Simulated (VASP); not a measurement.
# Ga (Cmcm) in VASP: a series of runs

The runs below take Ga through single point, with LDA, PBE.

Program: VASP 6.6.1. These are calculated values, not measurements. Logs are shortened: lines on timing, memory, paths and dates and some standing lists are left out, and cuts for length are marked.

## Step 1: The cell of the first run

The structure is orthorhombic, space group Cmcm (No. 63). Conventional cell: a = 7.634 Å, b = 4.653 Å, c = 4.488 Å, α = 90.00°, β = 90.00°, γ = 90.00°. Within 3.3 Å of Ga (site symmetry m) lie 7 Ga at 2.48 to 2.76 Å.

## Step 2: Single point, LDA

Input file INCAR:

```
  PREC = Accurate
  ENCUT = 520
  EDIFF = 1E-6
  ISMEAR = -1
  SIGMA = 0.05
  LREAL = F
  LASPH = T
  NELM = 60
  ALGO = Fast
  ISIF = 2
  LWAVE = F
  LCHARG = T
  GGA = CA
  LELF = T
  LVHAR = T
  NBANDS = 34
```

Input file KPOINTS:

```
regular mesh
0
Gamma
  7 7 6
```

Input file POSCAR:

```
Ga
1.0
    3.8169566100     -2.3266295500      0.0000000000
    3.8169566100      2.3266295500      0.0000000000
    0.0000000000      0.0000000000      4.4882540000
Ga
4
Direct
    0.6655504900      0.0096853900      0.2500000000
    0.0096853900      0.6655504900      0.7500000000
    0.3344495100      0.9903146100      0.7500000000
    0.9903146100      0.3344495100      0.2500000000
```

Potentials or basis: VASP PAW LDA potentials, release 64 (Ga_d).

Started as:

```bash
$ cat potpaw_LDA.64/Ga_d/POTCAR > POTCAR
$ mpirun -np 1 vasp_std > vasp.out
```

OUTCAR:

```text
PREC = Accurate
   ENCUT = 520
   EDIFF = 1E-6
   ISMEAR = -1
   LREAL = F
   LASPH = T
   NELM = 60
   ISIF = 2
   GGA = CA

 ion  position               nearest neighbor table
   1  0.666  0.010  0.250-   4 2.48   4 2.68   4 2.68   3 2.71   3 2.71   2 2.76   2 2.76
   2  0.010  0.666  0.750-   3 2.48   3 2.68   3 2.68   4 2.71   4 2.71   1 2.76   1 2.76
   3  0.334  0.990  0.750-   2 2.48   2 2.68   2 2.68   1 2.71   1 2.71   4 2.76   4 2.76
   4  0.990  0.334  0.250-   1 2.48   1 2.68   1 2.68   2 2.71   2 2.71   3 2.76   3 2.76

  LATTYP: Found a base centered orthorhombic cell.
 ALAT       =     4.6532591000
 B/A-ratio  =     1.6405519349
 C/A-ratio  =     0.9645398856

  Lattice vectors:

 A1 = (  -3.8169566100,  -2.3266295500,   0.0000000000)
 A2 = (   3.8169566100,  -2.3266295500,   0.0000000000)
 A3 = (   0.0000000000,   0.0000000000,   4.4882540000)

Analysis of symmetry for initial positions (statically):
=====================================================================
 Subroutine PRICEL returns:
 Original cell was already a primitive cell.

 Routine SETGRP: Setting up the symmetry group for a
 base centered orthorhombic supercell.

 Subroutine GETGRP returns: Found  8 space group operations
 (whereof  4 operations were pure point group operations)
 out of a pool of  8 trial point group operations.

The static configuration has the point symmetry C_2h.
 The point group associated with its full space group is D_2h.

Analysis of symmetry for dynamics (positions and initial velocities):
=====================================================================
 Subroutine PRICEL returns:
 Original cell was already a primitive cell.

 Routine SETGRP: Setting up the symmetry group for a
 base centered orthorhombic supercell.

 Subroutine GETGRP returns: Found  8 space group operations
 (whereof  4 operations were pure point group operations)
 out of a pool of  8 trial point group operations.

The dynamic configuration has the point symmetry C_2h.
 The point group associated with its full space group is D_2h.

 Subroutine INISYM returns: Found  8 space group operations
 (whereof  4 operations are pure point group operations),
 and found     1 'primitive' translations

----------------------------------------------------------------------------------------

                                     Primitive cell

  volume of cell :      79.7172

  direct lattice vectors                    reciprocal lattice vectors
     3.816956610 -2.326629550  0.000000000     0.130994415 -0.214903142  0.000000000
     3.816956610  2.326629550  0.000000000     0.130994415  0.214903142  0.000000000
     0.000000000  0.000000000  4.488254000     0.000000000  0.000000000  0.222803790

  length of vectors
     4.470163624  4.470163624  4.488254000     0.251680149  0.251680149  0.222803790

  position of ions in fractional coordinates (direct lattice)
     0.665550490  0.009685390  0.250000000
     0.009685390  0.665550490  0.750000000
     0.334449510  0.990314610  0.750000000
     0.990314610  0.334449510  0.250000000

  ion indices of the primitive-cell ions
   primitive index   ion index
                 1           1
                 2           2
                 3           3
                 4           4

----------------------------------------------------------------------------------------

 KPOINTS: regular mesh

Automatic generation of k-mesh.
 Grid dimensions read from file:
 generate k-points for:    7    7    6

 Generating k-lattice:

  Cartesian coordinates                     Fractional coordinates (reciprocal lattice)
     0.018713488 -0.030700449  0.000000000     0.142857143 -0.000000000  0.000000000
     0.018713488  0.030700449  0.000000000    -0.000000000  0.142857143  0.000000000
     0.000000000  0.000000000  0.037133965     0.000000000  0.000000000  0.166666667

  Length of vectors
     0.035954307  0.035954307  0.037133965

  Shift w.r.t. Gamma in fractional coordinates (k-lattice)
     0.000000000  0.000000000  0.000000000

 Subroutine IBZKPT returns following result:
 ===========================================

 Found     64 irreducible k-points:

 Following reciprocal coordinates:
            Coordinates               Weight
  0.000000  0.000000  0.000000      1.000000
  0.142857  0.000000  0.000000      4.000000
  0.285714  0.000000  0.000000      4.000000
  0.428571  0.000000  0.000000      4.000000
  0.142857  0.142857  0.000000      2.000000
  0.285714  0.142857  0.000000      4.000000
[... 16 lines left out ...]
  0.428571  0.142857  0.166667      8.000000
 -0.428571  0.142857  0.166667      8.000000
 [... further k-points ...]
   k-points           NKPTS =     64   k-points in BZ     NKDIM =     64   number of bands    NBANDS=     34
   number of dos      NEDOS =    301   number of ions     NIONS =      4
   total plane-waves  NPLWV =  46656
   dimension x,y,z NGX =    36 NGY =   36 NGZ =   36
   dimension x,y,z NGXF=    72 NGYF=   72 NGZF=   72
   ions per type =               4
   NGX,Y,Z   is equivalent  to a cutoff of  13.39, 13.39, 13.33 a.u.
   NGXF,Y,Z  is equivalent  to a cutoff of  26.78, 26.78, 26.67 a.u.
 SYSTEM =  unknown system
   PREC   = accura    normal or accurate (medium, high low for compatibility)
   ISTART =      0    job   : 0-new  1-cont  2-samecut
   ICHARG =      2    charge: 1-file 2-atom 10-const
   ISPIN  =      1    spin polarized calculation?
   LNONCOLLINEAR =      F non collinear calculations
   LSORBIT =      F    spin-orbit coupling
   LASPH  =      T    aspherical Exc in radial PAW
   ENCUT  =  520.0 eV  38.22 Ry    6.18 a.u.   8.31  8.31  8.35*2*pi/ulx,y,z
   NELM   =     60;   NELMIN=  2; NELMDL= -5     # of ELM steps
   EDIFF  = 0.1E-05   stopping-criterion for ELM
   LREAL  =      F    real-space projection
   EDIFFG = 0.1E-04   stopping-criterion for IOM
   NSW    =      0    number of steps for IOM
   IBRION =     -1    ionic relax: 0-MD 1-quasi-New 2-CG
   NFREE  =      0    steps in history (QN), initial steepest desc. (CG)
   ISIF   =      2    stress and relaxation
   ISYM   =      2    0-nonsym 1-usesym 2-fastsym
   POTIM  = 0.5000    time-step for ionic-motion
   TEBEG  =    0.0;   TEEND  =   0.0 temperature during run
   PSTRESS=    0.0 pullay stress
   NELECT =      52.0000    total number of electrons
   NUPDOWN=      -1.0000    fix difference up-down
   EMIN   =  10.00;   EMAX   =-10.00  energy-range for DOS
   EFERMI =   0.00;   METHOD = LEGACY
   ISMEAR =    -1;   SIGMA  =   0.05  broadening in eV -4-tet -1-fermi 0-gaus
   EFERMI_NEDOS =   21; number of points for ismear=-14 and -15
   IALGO  =     68    algorithm
   IMIX   =      4    mixing-type and parameters
     AMIX     =   0.40;   BMIX     =  1.00
     AMIX_MAG =   1.60;   BMIX_MAG =  1.00
  volume/ion in A,a.u.               =      19.93       134.49
  Fermi-wavevector in a.u.,A,eV,Ry     =   1.419794  2.683022 27.426826  2.015815
  Thomas-Fermi vector in A             =   2.540777
   LORBIT       =      0    0 simple, 1 ext, 2 COOP (PROOUT), +10 PAW based schemes
   GGA     = CA    functional components
   LHFCALC =     F    Hartree Fock is set to
   AEXX    =    0.0000 exact exchange contribution
   IVDW    =     0    specifies the selected vdW correction
   LEPSILON=     F    determine dielectric tensor
   LRPA    =     F    only Hartree local field effects (RPA)
 non-spin polarized calculation
 RMM-DIIS sequential band-by-band and
  energy-cutoff  :      520.00
  volume of cell :       79.72
 maximum number of plane-waves:      2168
 NGX is ok and might be reduce to    36
   NGX = 17   NGY = 17   NGZ = 17

 number of electron      51.9999986 magnetization

 Free energy of the ion-electron system (eV)
  ---------------------------------------------------
  ext. energy  EPLUGINS =         0.00000000
  ---------------------------------------------------
  free energy    TOTEN  =       -14.34601017 eV

  energy without entropy =      -14.34121370  energy(sigma->0) =      -14.34361193

 E-fermi :   4.6838     XC(G=0): -10.8279

 val. band max:        4.6800010086   @ k =   0.1429   0.0000   0.1667
 cond. band min:       4.7241664683   @ k =   0.4286   0.0000   0.0000
 fundamental gap:      0.0441654596
 Fermi energy:         4.6838349600

 k-point     1 :       0.0000    0.0000    0.0000
  band No.  band energies     occupation
      1     -10.6382      2.00000
      2     -10.6096      2.00000
      3     -10.5852      2.00000
      4     -10.5491      2.00000
      5     -10.4849      2.00000
      6     -10.4644      2.00000
[... 26 lines left out ...]
     33      10.8419      0.00000
     34      10.9997      0.00000

 k-point     2 :       0.1429    0.0000    0.0000
  band No.  band energies     occupation
      1     -10.6303      2.00000
      2     -10.5998      2.00000
      3     -10.5953      2.00000
      4     -10.5655      2.00000
      5     -10.5128      2.00000
      6     -10.5050      2.00000
[... 26 lines left out ...]
     33      10.7568      0.00000
     34      11.9503      0.00000

 k-point     3 :       0.2857    0.0000    0.0000
  band No.  band energies     occupation
      1     -10.6198      2.00000
      2     -10.6092      2.00000
      3     -10.5942      2.00000
      4     -10.5715      2.00000
      5     -10.5632      2.00000
      6     -10.5152      2.00000
[... 26 lines left out ...]
     33      10.8017      0.00000
     34      11.1828      0.00000

 k-point     4 :       0.4286    0.0000    0.0000
  band No.  band energies     occupation
      1     -10.6378      2.00000
      2     -10.6127      2.00000
      3     -10.5927      2.00000
      4     -10.5862      2.00000
      5     -10.5285      2.00000
      6     -10.5154      2.00000
[... 26 lines left out ...]
     33      10.8755      0.00000
     34      11.4712      0.00000

 k-point     5 :       0.1429    0.1429    0.0000
  band No.  band energies     occupation
      1     -10.6208      2.00000
      2     -10.6166      2.00000
      3     -10.5830      2.00000
      4     -10.5751      2.00000
      5     -10.5061      2.00000
      6     -10.5005      2.00000
[... 621 lines left out ...]
 k-point    22 :       0.2857    0.1429    0.1667
  band No.  band energies     occupation
      1     -10.6229      2.00000
      2     -10.6089      2.00000
      3     -10.6020      2.00000
      4     -10.5615      2.00000
      5     -10.5334      2.00000
      6     -10.5189      2.00000
[... 26 lines left out ...]
     33      10.6208      0.00000
     34      11.7742      0.00000

 k-point    23 :       0.4286    0.1429    0.1667
  band No.  band energies     occupation
      1     -10.6430      2.00000
      2     -10.6190      2.00000
      3     -10.5907      2.00000
      4     -10.5725      2.00000
      5     -10.5578      2.00000
      6     -10.5177      2.00000
[... 26 lines left out ...]
     33      12.2058      0.00000
     34      12.4443      0.00000

 k-point    24 :      -0.4286    0.1429    0.1667
  band No.  band energies     occupation
      1     -10.6535      2.00000
      2     -10.6403      2.00000
      3     -10.5759      2.00000
      4     -10.5667      2.00000
      5     -10.5528      2.00000
      6     -10.5033      2.00000
[... 26 lines left out ...]
     33      12.4991      0.00000
     34      12.7297      0.00000

 [... further k-points ...]
[... 5 lines left out ...]
  --------------------------------------------------------------------------------------
  -------------------------------------------------------------------------------------
  Total       -0.9585459     -1.2031672     -1.1966736      0.0000000      0.0000000      0.0000000
  in kB      -19.2651158    -24.1815805    -24.0510712      0.0000000      0.0000000      0.0000000
  external PRESSURE =     -22.4992558 kB  Pullay stress =       0.0000000 kB

 VOLUME and BASIS-vectors are now :
 -----------------------------------------------------------------------------
  energy-cutoff  :      520.00
  volume of cell :       79.72
      direct lattice vectors                 reciprocal lattice vectors
     3.816956610 -2.326629550  0.000000000     0.130994415 -0.214903142  0.000000000
     3.816956610  2.326629550  0.000000000     0.130994415  0.214903142  0.000000000
     0.000000000  0.000000000  4.488254000     0.000000000  0.000000000  0.222803790

 POSITION                                       TOTAL-FORCE (eV/Angst)
 -----------------------------------------------------------------------------------
      2.57735     -1.52596      1.12206        -0.040545     -0.014740      0.000000
      2.57735      1.52596      3.36619        -0.040545      0.014740      0.000000
      5.05657      1.52596      3.36619         0.040545      0.014740      0.000000
      5.05657     -1.52596      1.12206         0.040545     -0.014740      0.000000
 -----------------------------------------------------------------------------------
    total drift:                                0.000000      0.000000     -0.000000

  FREE ENERGIE OF THE ION-ELECTRON SYSTEM (eV)
  ---------------------------------------------------
  free  energy   TOTEN  =       -14.3460101675 eV

  energy  without entropy=      -14.3412136981  energy(sigma->0) =      -14.34361193
```

Run time: 4.9 min. Hardware: 1 thread of AMD EPYC 7R13, shared host; peak memory 0.22 GiB.

What came out:

```yaml
Free_energy: -14.3460 eV
Pressure: -2.2 GPa
Largest_force: 0.043 eV/Å
Band_gap_on_the_k_mesh: zero (band 26 reaches 5.01 eV, above the bottom of band 27 at 4.30 eV)
```

Forces on the atoms (eV/Å):
```
Ga  -0.041 -0.015  0.000
Ga  -0.041  0.015  0.000
Ga   0.041  0.015  0.000
Ga   0.041 -0.015  0.000
```

Levels at points of the mesh, in eV from the Fermi level:
```tsv
k point	band 23	band 24	band 25	band 26	band 27	band 28	band 29	band 30
(0.00, 0.00, 0.00)	-3.29	-2.56	-2.38	-1.11	0.88	0.99	2.37	4.51
(0.00, 0.00, 0.50)	-0.73	-0.73	-0.52	-0.52	-0.04	-0.04	2.80	2.80
```

## Step 3: Single point, PBE

This run uses another cell than the first one, of 18.73 Å³/atom, 0.940 times its volume.

Input file INCAR:

```
PREC = Accurate
ENCUT = 520
EDIFF = 1E-7
ISMEAR = -1
SIGMA = 0.05
LREAL = False
LASPH = True
NELM = 60
ALGO = Fast
ISIF = 2
LWAVE = False
LCHARG = False
GGA = PE
NBANDS = 34
```

KPOINTS is that of step 2.

Input file POSCAR:

```
Ga
1.0
    3.7390376727     -2.2791339873      0.0000000000
    3.7390376727      2.2791339873      0.0000000000
    0.0000000000      0.0000000000      4.3966312708
Ga
4
Direct
    0.6655504900      0.0096853900      0.2500000000
    0.0096853900      0.6655504900      0.7500000000
    0.3344495100      0.9903146100      0.7500000000
    0.9903146100      0.3344495100      0.2500000000
```

Potentials or basis: VASP PAW PBE potentials, release 64 (Ga_d).

Started as:

```bash
$ cat potpaw_PBE.64/Ga_d/POTCAR > POTCAR
$ mpirun -np 1 vasp_std > vasp.out
```

Run time: 4.5 min. Hardware: 1 thread of AMD EPYC 7R43 (Zen 3), shared host; peak memory 0.23 GiB.

Results (log left out):

- Free energy: -11.3992 eV
- Pressure: 7.9 GPa
- Largest force: 0.100 eV/Å
- Band gap on the k mesh: zero (band 26 reaches 5.79 eV, above the bottom of band 27 at 5.18 eV)

Forces on the atoms (eV/Å):
```
Ga  -0.003  0.100  0.000
Ga  -0.003 -0.100  0.000
Ga   0.003 -0.100  0.000
Ga   0.003  0.100  0.000
```

Stress tensor (GPa, compression positive):
```
8.97 0.00 0.00
0.00 6.95 0.00
0.00 0.00 7.85
```

Levels at points of the mesh, in eV from the Fermi level:
| k point | band 24 | band 25 | band 26 | band 27 | band 28 | band 29 |
| --- | --- | --- | --- | --- | --- | --- |
| (0.00, 0.00, 0.00) | -2.59 | -2.28 | -1.22 | 0.96 | 1.02 | 2.37 |
| (0.00, 0.00, 0.50) | -0.81 | -0.14 | -0.14 | -0.06 | -0.06 | 2.87 |
